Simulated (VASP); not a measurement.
AgI: vibrations by perturbation theory with LDA

The system is AgI.

```
Ag I
1.0
     3.09243    3.09243    0.00000
    -3.09243    3.09243    0.00000
     0.00000    3.09243    3.09243
Ag I
1 1
Direct
  0.00000 0.00000 0.00000
  0.75000 0.25000 0.50000
```

```yaml
Program: VASP 6.6.1
Task: vibrations by perturbation theory
Functional: LDA
Potentials_or_basis: VASP PAW LDA potentials, release 64 (Ag, I)
Cutoff: 500 eV
k_mesh: 6 × 6 × 6
Occupations: gaussian, width 0.01 eV
Spin: no spin polarisation
Dipole_correction: no
Further_INCAR_settings: ALGO = Normal; EDIFF = 1e-08; NBANDS = 16; IBRION = 8; NSW = 1
```

The highest phonon frequency at Γ, LO-TO splitting left out is 142 cm⁻¹.

Phonon frequencies in cm⁻¹ (negative: imaginary):
```
              q point        frequencies
(0.000, 0.000, 0.000)  0 0 0 142 142 142
```

It took 2.5 min on 1 thread of Intel Xeon 8259CL, on a shared host, peak memory 0.25 GiB.

Caveat: the cell stands under pressure or tension, which shifts response properties.
